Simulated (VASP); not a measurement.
# S (Fddd) in VASP: single point with BLYP

Aim: the single point of S with BLYP.

Everything below comes from runs of VASP 6.6.1. Logs are shortened: lines on timing, memory, paths and dates and some standing lists are left out, and cuts for length are marked.

**1. The cell of the first run**

It takes space group Fddd (No. 70, orthorhombic). Conventional cell: a = 14.840 Å, b = 17.702 Å, c = 31.769 Å, α = 90.00°, β = 90.00°, γ = 90.00°. Within 2.8 Å of S (site symmetry 1) lie 2 S at 2.10 Å. S (site symmetry 1) has 2 S at 2.10 Å within 2.8 Å. Within 2.8 Å of S (site symmetry 1) lie 2 S at 2.10 Å. Within 2.8 Å of S (site symmetry 1) lie 2 S at 2.10 Å.

**2. Single point, BLYP**

The input, INCAR:

```
SYSTEM = S
PREC     = Accurate       ! precision mode
ENCUT    = 520            ! plane-wave cutoff, eV
EDIFF    = 1E-7           ! SCF threshold, eV
ISMEAR   = -1             ! smearing method
SIGMA    = 0.1            ! smearing width, eV
LREAL    = Auto         
LASPH    = .TRUE.         ! aspherical terms in the spheres
NELM     = 100            ! most SCF steps
ALGO     = Normal         ! electronic algorithm
ISIF     = 2              ! what is computed and relaxed
LWAVE    = .FALSE.        ! write WAVECAR
LCHARG   = .FALSE.        ! write CHGCAR
GGA      = B5             ! functional
ALDAX    = 1.0          
AGGAX    = 1.0          
AGGAC    = 1.0          
ALDAC    = 0.0          
NBANDS   = 118            ! bands
LUSENCCL = .FALSE.
```

The input, KPOINTS:

```
regular mesh
0
G
  2 2 2
  0 0 0
```

The input, POSCAR:

```
S
1.0
    0.0000000000      8.8509350933     15.8843463980
    7.4198703100      0.0000000000     15.8843463980
    7.4198703100      8.8509350933      0.0000000000
S
32
Direct
    0.3585057653      0.4376050485      0.5267356137
    0.6771535725      0.5267356137      0.4376050485
    0.5267356137      0.6771535725      0.3585057653
    0.4376050485      0.3585057653      0.6771535725
    0.5728464275      0.7232643863      0.8123949515
    0.7232643863      0.5728464275      0.8914942347
    0.8123949515      0.8914942347      0.5728464275
    0.8914942347      0.8123949515      0.7232643863
    0.2639418456      0.3327037400      0.5117984669
    0.8915559475      0.5117984669      0.3327037400
    0.5117984669      0.8915559475      0.2639418456
    0.3327037400      0.2639418456      0.8915559475
    0.3584440525      0.7382015331      0.9172962600
    0.7382015331      0.3584440525      0.9860581544
    0.9172962600      0.9860581544      0.3584440525
    0.9860581544      0.9172962600      0.7382015331
    0.4084513879      0.3051433079      0.4420463573
    0.8443589469      0.4420463573      0.3051433079
    0.4420463573      0.8443589469      0.4084513879
    0.3051433079      0.4084513879      0.8443589469
    0.4056410531      0.8079536427      0.9448566921
    0.8079536427      0.4056410531      0.8415486121
    0.9448566921      0.8415486121      0.4056410531
    0.8415486121      0.9448566921      0.8079536427
    0.8295709999      0.6563744744      0.2103909959
    0.6563744744      0.8295709999      0.3036635298
    0.2103909959      0.3036635298      0.8295709999
    0.3036635298      0.2103909959      0.6563744744
    0.5936255256      0.4204290001      0.9463364702
    0.0396090041      0.9463364702      0.4204290001
    0.9463364702      0.0396090041      0.5936255256
    0.4204290001      0.5936255256      0.0396090041
```

Potentials or basis: VASP PAW PBE potentials, release 64 (S).

On the command line:

```
> cat potpaw_PBE.64/S/POTCAR > POTCAR
> mpirun -np 1 vasp_std > vasp.out
```

OUTCAR:

```text
SYSTEM = S
   PREC = Accurate
   ENCUT = 520
   EDIFF = 1E-7
   ISMEAR = -1
   LREAL = Auto
   LASPH = .TRUE.
   NELM = 100
   ISIF = 2
   GGA = B5

 ion  position               nearest neighbor table
   1  0.359  0.438  0.527-   4 2.10  17 2.10
   2  0.677  0.527  0.438-   3 2.10  18 2.10
   3  0.527  0.677  0.359-   2 2.10  19 2.10
   4  0.438  0.359  0.677-   1 2.10  20 2.10
   5  0.573  0.723  0.812-   6 2.10  21 2.10
   6  0.723  0.573  0.891-   5 2.10  22 2.10
[... 24 lines left out ...]
  31  0.946  0.040  0.594-  16 2.10  30 2.10
  32  0.420  0.594  0.040-  13 2.10  29 2.10

  LATTYP: Found a face centered orthorhombic cell.
 ALAT       =    14.8397406200
 B/A-ratio  =     1.1928692448
 C/A-ratio  =     2.1407849106

  Lattice vectors:

 A1 = (   0.0000000000,   8.8509350933,  15.8843463980)
 A2 = (   7.4198703100,   0.0000000000,  15.8843463980)
 A3 = (   7.4198703100,   8.8509350933,   0.0000000000)

Analysis of symmetry for initial positions (statically):
=====================================================================
 Subroutine PRICEL returns:
 Original cell was already a primitive cell.

 Routine SETGRP: Setting up the symmetry group for a
 face centered orthorhombic supercell.

 Subroutine GETGRP returns: Found  8 space group operations
 (whereof  4 operations were pure point group operations)
 out of a pool of  8 trial point group operations.

The static configuration has the point symmetry D_2 .
 The point group associated with its full space group is D_2h.

Analysis of symmetry for dynamics (positions and initial velocities):
=====================================================================
 Subroutine PRICEL returns:
 Original cell was already a primitive cell.

 Routine SETGRP: Setting up the symmetry group for a
 face centered orthorhombic supercell.

 Subroutine GETGRP returns: Found  8 space group operations
 (whereof  4 operations were pure point group operations)
 out of a pool of  8 trial point group operations.

The dynamic configuration has the point symmetry D_2 .
 The point group associated with its full space group is D_2h.

 Subroutine INISYM returns: Found  8 space group operations
 (whereof  4 operations are pure point group operations),
 and found     1 'primitive' translations

----------------------------------------------------------------------------------------

                                     Primitive cell

  volume of cell :    2086.3387

  direct lattice vectors                    reciprocal lattice vectors
     0.000000000  8.850935093 15.884346398    -0.067386623  0.056491206  0.031477531
     7.419870310  0.000000000 15.884346398     0.067386623 -0.056491206  0.031477531
     7.419870310  8.850935093  0.000000000     0.067386623  0.056491206 -0.031477531

  length of vectors
    18.183825574 17.531883410 11.549611571     0.093397260  0.093397260  0.093397260

  position of ions in fractional coordinates (direct lattice)
     0.358505765  0.437605048  0.526735614
     0.677153573  0.526735614  0.437605048
     0.526735614  0.677153573  0.358505765
     0.437605048  0.358505765  0.677153573
     0.572846427  0.723264386  0.812394951
     0.723264386  0.572846427  0.891494235
[... 24 lines left out ...]
     0.946336470  0.039609004  0.593625526
     0.420429000  0.593625526  0.039609004

  ion indices of the primitive-cell ions
   primitive index   ion index
                 1           1
                 2           2
                 3           3
                 4           4
                 5           5
                 6           6
[... 24 lines left out ...]
                31          31
                32          32

----------------------------------------------------------------------------------------

 KPOINTS: regular mesh

Automatic generation of k-mesh.
 Grid dimensions read from file:
 generate k-points for:    2    2    2

 Generating k-lattice:

  Cartesian coordinates                     Fractional coordinates (reciprocal lattice)
    -0.033693311  0.028245603  0.015738765     0.500000000  0.000000000  0.000000000
     0.033693311 -0.028245603  0.015738765     0.000000000  0.500000000  0.000000000
     0.033693311  0.028245603 -0.015738765     0.000000000  0.000000000  0.500000000

  Length of vectors
     0.046698630  0.046698630  0.046698630

  Shift w.r.t. Gamma in fractional coordinates (k-lattice)
     0.000000000  0.000000000  0.000000000

 Subroutine IBZKPT returns following result:
 ===========================================

 Found      5 irreducible k-points:

 Following reciprocal coordinates:
            Coordinates               Weight
  0.000000  0.000000  0.000000      1.000000
  0.500000  0.000000  0.000000      4.000000
  0.500000  0.500000  0.000000      1.000000
  0.500000  0.000000  0.500000      1.000000
  0.000000  0.500000  0.500000      1.000000
   k-points           NKPTS =      5   k-points in BZ     NKDIM =      5   number of bands    NBANDS=    118
   number of dos      NEDOS =    301   number of ions     NIONS =     32
   total plane-waves  NPLWV = ******
   dimension x,y,z NGX =   140 NGY =  140 NGZ =   90
   dimension x,y,z NGXF=   280 NGYF=  280 NGZF=  180
   ions per type =              32
   NGX,Y,Z   is equivalent  to a cutoff of  12.80, 13.28, 12.95 a.u.
   NGXF,Y,Z  is equivalent  to a cutoff of  25.60, 26.55, 25.91 a.u.
 SYSTEM =  S
   PREC   = accura    normal or accurate (medium, high low for compatibility)
   ISTART =      0    job   : 0-new  1-cont  2-samecut
   ICHARG =      2    charge: 1-file 2-atom 10-const
   ISPIN  =      1    spin polarized calculation?
   LNONCOLLINEAR =      F non collinear calculations
   LSORBIT =      F    spin-orbit coupling
   LASPH  =      T    aspherical Exc in radial PAW
   ENCUT  =  520.0 eV  38.22 Ry    6.18 a.u.  33.81 32.60 21.47*2*pi/ulx,y,z
   NELM   =    100;   NELMIN=  2; NELMDL= -5     # of ELM steps
   EDIFF  = 0.1E-06   stopping-criterion for ELM
   LREAL  =      T    real-space projection
   EDIFFG = 0.1E-05   stopping-criterion for IOM
   NSW    =      0    number of steps for IOM
   IBRION =     -1    ionic relax: 0-MD 1-quasi-New 2-CG
   NFREE  =      0    steps in history (QN), initial steepest desc. (CG)
   ISIF   =      2    stress and relaxation
   ISYM   =      2    0-nonsym 1-usesym 2-fastsym
   POTIM  = 0.5000    time-step for ionic-motion
   TEBEG  =    0.0;   TEEND  =   0.0 temperature during run
   PSTRESS=    0.0 pullay stress
   NELECT =     192.0000    total number of electrons
   NUPDOWN=      -1.0000    fix difference up-down
   EMIN   =  10.00;   EMAX   =-10.00  energy-range for DOS
   EFERMI =   0.00;   METHOD = LEGACY
   ISMEAR =    -1;   SIGMA  =   0.10  broadening in eV -4-tet -1-fermi 0-gaus
   EFERMI_NEDOS =   21; number of points for ismear=-14 and -15
   IALGO  =     38    algorithm
   IMIX   =      4    mixing-type and parameters
     AMIX     =   0.40;   BMIX     =  1.00
     AMIX_MAG =   1.60;   BMIX_MAG =  1.00
  volume/ion in A,a.u.               =      65.20       439.98
  Fermi-wavevector in a.u.,A,eV,Ry     =   0.739118  1.396730  7.432795  0.546295
  Thomas-Fermi vector in A             =   1.833204
   LORBIT       =      0    0 simple, 1 ext, 2 COOP (PROOUT), +10 PAW based schemes
   GGA     = B5    functional components
   LHFCALC =     F    Hartree Fock is set to
   AEXX    =    0.0000 exact exchange contribution
   IVDW    =     0    specifies the selected vdW correction
   LEPSILON=     F    determine dielectric tensor
   LRPA    =     F    only Hartree local field effects (RPA)
 non-spin polarized calculation
  energy-cutoff  :      520.00
  volume of cell :     2086.34
 maximum number of plane-waves:     56253
 NGX is ok and might be reduce to   140
   NGX = 67   NGY = 65   NGZ = 43

 number of electron     191.9999994 magnetization

 Free energy of the ion-electron system (eV)
  ---------------------------------------------------
  ext. energy  EPLUGINS =         0.00000000
  ---------------------------------------------------
  free energy    TOTEN  =      -118.05464504 eV

  energy without entropy =     -118.05463464  energy(sigma->0) =     -118.05463984

 E-fermi :  -1.6786     XC(G=0):  -4.2534

 val. band max:       -3.1091824568   @ k =   0.0000   0.0000   0.0000
 cond. band min:      -0.1744245098   @ k =   0.0000   0.0000   0.0000
 fundamental gap:      2.9347579471
 Fermi energy:        -1.6786044756

 k-point     1 :       0.0000    0.0000    0.0000
  band No.  band energies     occupation
      1     -18.2724      2.00000
      2     -18.2715      2.00000
      3     -18.2701      2.00000
      4     -18.2699      2.00000
      5     -17.5280      2.00000
      6     -17.5276      2.00000
[... 100 lines left out ...]
    107       0.2212      0.00000
    108       0.2344      0.00000

 k-point     2 :       0.5000    0.0000    0.0000
  band No.  band energies     occupation
      1     -18.2720      2.00000
      2     -18.2710      2.00000
      3     -18.2709      2.00000
      4     -18.2699      2.00000
      5     -17.5279      2.00000
      6     -17.5273      2.00000
[... 100 lines left out ...]
    107       0.2211      0.00000
    108       0.2323      0.00000

 k-point     3 :       0.5000    0.5000    0.0000
  band No.  band energies     occupation
      1     -18.2720      2.00000
      2     -18.2720      2.00000
      3     -18.2699      2.00000
      4     -18.2699      2.00000
      5     -17.5279      2.00000
      6     -17.5279      2.00000
[... 100 lines left out ...]
    107       0.2196      0.00000
    108       0.2196      0.00000

 k-point     4 :       0.5000    0.0000    0.5000
  band No.  band energies     occupation
      1     -18.2712      2.00000
      2     -18.2712      2.00000
      3     -18.2707      2.00000
      4     -18.2707      2.00000
      5     -17.5276      2.00000
      6     -17.5276      2.00000
[... 100 lines left out ...]
    107       0.2643      0.00000
    108       0.2643      0.00000

 k-point     5 :       0.0000    0.5000    0.5000
  band No.  band energies     occupation
      1     -18.2711      2.00000
      2     -18.2711      2.00000
      3     -18.2708      2.00000
      4     -18.2708      2.00000
      5     -17.5277      2.00000
      6     -17.5276      2.00000
[... 100 lines left out ...]
    107       0.2585      0.00000
    108       0.2585      0.00000
 [bands above 108 left out]

------------------------ aborting loop because EDIFF is reached ----------------------------------------

  FORCE on cell =-STRESS in cart. coord.  units (eV):
  Direction    XX          YY          ZZ          XY          YZ          ZX
  --------------------------------------------------------------------------------------
  -------------------------------------------------------------------------------------
  Total       -1.9909080     -2.1883859     -2.8012020      0.0000000      0.0000000      0.0000000
  in kB       -1.5288925     -1.6805432     -2.1511475      0.0000000      0.0000000      0.0000000
  external PRESSURE =      -1.7868611 kB  Pullay stress =       0.0000000 kB

 VOLUME and BASIS-vectors are now :
 -----------------------------------------------------------------------------
  energy-cutoff  :      520.00
  volume of cell :     2086.34
      direct lattice vectors                 reciprocal lattice vectors
     0.000000000  8.850935093 15.884346398    -0.067386623  0.056491206  0.031477531
     7.419870310  0.000000000 15.884346398     0.067386623 -0.056491206  0.031477531
     7.419870310  8.850935093  0.000000000     0.067386623  0.056491206 -0.031477531

 POSITION                                       TOTAL-FORCE (eV/Angst)
 -----------------------------------------------------------------------------------
      7.15528      7.83521     12.64570        -0.042842      0.081400     -0.067343
      7.15528      9.86666     19.12299        -0.042842     -0.081400      0.067343
      7.68446      7.83521     19.12299         0.042842      0.081400      0.067343
      7.68446      9.86666     12.64570         0.042842     -0.081400     -0.067343
     11.39439     12.26068     20.58787         0.042842      0.081400     -0.067343
     10.86522     14.29212     20.58787        -0.042842     -0.081400     -0.067343
[... 24 lines left out ...]
      4.69852     13.63010     15.66110        -0.084998      0.041531     -0.065014
      4.69852      4.07177     16.10759        -0.084998     -0.041531      0.065014
 -----------------------------------------------------------------------------------
    total drift:                               -0.000000     -0.000000     -0.000000

  FREE ENERGIE OF THE ION-ELECTRON SYSTEM (eV)
  ---------------------------------------------------
  free  energy   TOTEN  =      -118.0546450376 eV

  energy  without entropy=     -118.0546346421  energy(sigma->0) =     -118.05463984
```

It took 7.8 min on 1 × NVIDIA H100 80GB with 1 thread of AMD EPYC 7R13 (Zen 3), shared host; peak memory 3.1 GiB.

What came out:

- Free energy: -118.0546 eV
- Pressure: -0.2 GPa
- Largest force: 0.116 eV/Å
- Band gap on the k mesh: 2.93 eV

Forces on the atoms (eV/Å):
```
S   -0.043  0.081 -0.067
S   -0.043 -0.081  0.067
S    0.043  0.081  0.067
S    0.043 -0.081 -0.067
S    0.043  0.081 -0.067
S   -0.043 -0.081 -0.067
S   -0.043  0.081  0.067
S    0.043 -0.081  0.067
S   -0.021  0.111  0.027
S   -0.021 -0.111 -0.027
S    0.021  0.111 -0.027
S    0.021 -0.111  0.027
S    0.021  0.111  0.027
S   -0.021 -0.111  0.027
S   -0.021  0.111 -0.027
S    0.021 -0.111 -0.027
S    0.112 -0.009 -0.028
S    0.112  0.009  0.028
S   -0.112 -0.009  0.028
S   -0.112  0.009 -0.028
S   -0.112 -0.009 -0.028
S    0.112  0.009 -0.028
S    0.112 -0.009  0.028
S   -0.112  0.009  0.028
S    0.085  0.042 -0.065
S   -0.085 -0.042 -0.065
S   -0.085  0.042  0.065
S    0.085 -0.042  0.065
S    0.085  0.042  0.065
S    0.085 -0.042 -0.065
S   -0.085  0.042 -0.065
S   -0.085 -0.042  0.065
```

Caveat: this functional lacks dispersion, which holds the molecules together, so the pressure and a relaxed volume are unreliable; the PAW data sets were made with another functional, which shifts forces and pressure a little.
